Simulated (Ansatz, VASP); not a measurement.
**Two plane-wave programs on W**

POSCAR

```
W
1.0
   -1.5573675000      1.5573675000      1.6372325000
    1.5573675000     -1.5573675000      1.6372325000
    1.5573675000      1.5573675000     -1.6372325000
W
1
Direct
    0.0000000000      0.0000000000      0.0000000000
```

File INCAR.step1:

```
ALGO = Normal
EDIFF = 1E-4
ENCUT = 520
GGA = PE
ISMEAR = 0
LASPH = T
LCHARG = F
LREAL = F
LWAVE = T
NBANDS = 13
NELM = 100
PREC = Accurate
SIGMA = 0.15
```

INCAR.step2

```
ALGO = Normal
EDIFF = 1E-7
ENCUT = 520
ISIF = 2
ISMEAR = 0
ISTART = 1
LASPH = T
LCHARG = F
LMIXTAU = T
LREAL = F
LWAVE = F
METAGGA = R2SCAN
NBANDS = 13
NELM = 100
PREC = Accurate
SIGMA = 0.15
```

Contents of KPOINTS:

```
k-points
0
Gamma
  20 20 20
```

Input for Ansatz:

```yaml
crystal:
  lattice:
    - [-1.5573675, 1.5573675, 1.6372325]
    - [1.5573675, -1.5573675, 1.6372325]
    - [1.5573675, 1.5573675, -1.6372325]
  atoms:
    - { symbol: W, position: [0.0, 0.0, 0.0] }
basis:
  ecutwfc: 500
kpoints:
  mp_grid: { grid: [20, 20, 20] }
hamiltonian:
  xc: r2scan
scf:
  occupations: { method: gaussian, width: 0.15 }
output:
  forces: true
  stress: true
  eigenvalues: true
```

Change from the starting cell: strain -0.025 along x and y, +0.025 along z, atoms carried along.

Alike in both runs: task single point; functional r2SCAN; k mesh 20 × 20 × 20; occupations gaussian, width 0.15 eV; no spin polarisation.

```csv
,VASP,Ansatz
version,VASP 6.6.1,Ansatz 0.2.0
potentials or method,"VASP PAW PBE potentials, release 64 (W_sv), cutoff 520 eV","scalar-relativistic, plane waves, PAW"
valence electrons in the cell,14,14
```

|  | VASP | Ansatz | Ansatz less VASP |
| --- | --- | --- | --- |
| gap on the k mesh at the Fermi level (eV) | none | none | - |
| pressure (GPa) | 2.1 | 0.9 | -1.25 |
| traceless stress, the component that is largest in VASP (GPa) | -11.52 | -11.56 | -0.040 |

VASP's potentials were made for PBE, not for r2SCAN. A gap of «none» marks a metal or a gap that the smearing closes.

Neither program's run includes spin-orbit coupling.
